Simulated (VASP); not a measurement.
## Li: single point with BLYP

Li:

```
Li
1.0
     1.54733    0.89335    7.53113
    -1.54733    0.89335    7.53113
     0.00000   -1.78670    7.53113
Li
3
Direct
  0.00000 0.00000 0.00000
  0.22219 0.22219 0.22219
  0.77781 0.77781 0.77781
```

```yaml
Program: VASP 6.6.1
Task: single point
Functional: BLYP
Potentials_or_basis: VASP PAW PBE potentials, release 64 (Li_sv)
Cutoff: 520 eV
k_mesh: 13 × 13 × 13
Occupations: fermi-dirac, width 0.1 eV
Spin: no spin polarisation
Dipole_correction: no
Further_INCAR_settings: ALGO = Normal; EDIFF = 1e-07; NBANDS = 12
```

The band gap on the k mesh is zero (an odd number of electrons rules out a gap without spin polarisation).

Forces on the atoms (eV/Å):
```
Li   0.000  0.000  0.000
Li   0.000  0.000  0.002
Li   0.000  0.000 -0.002
```

Levels at points of the mesh, in eV from the Fermi level:
| k point | band 2 | band 3 | band 4 | band 5 | band 6 | band 7 | band 8 | band 9 |
| --- | --- | --- | --- | --- | --- | --- | --- | --- |
| (0.00, 0.00, 0.00) | -47.26 | -47.26 | -3.50 | -1.56 | -1.56 | 5.63 | 5.63 | 12.28 |

Run time: 14 min on 1 thread of Intel(R) Xeon(R) Platinum 8259CL CPU @ 2.50GHz (Skylake/Cascade Lake), with other jobs on the host, peak memory 0.52 GiB.

Caveat: the PAW data sets were made with another functional, which shifts forces and pressure a little.
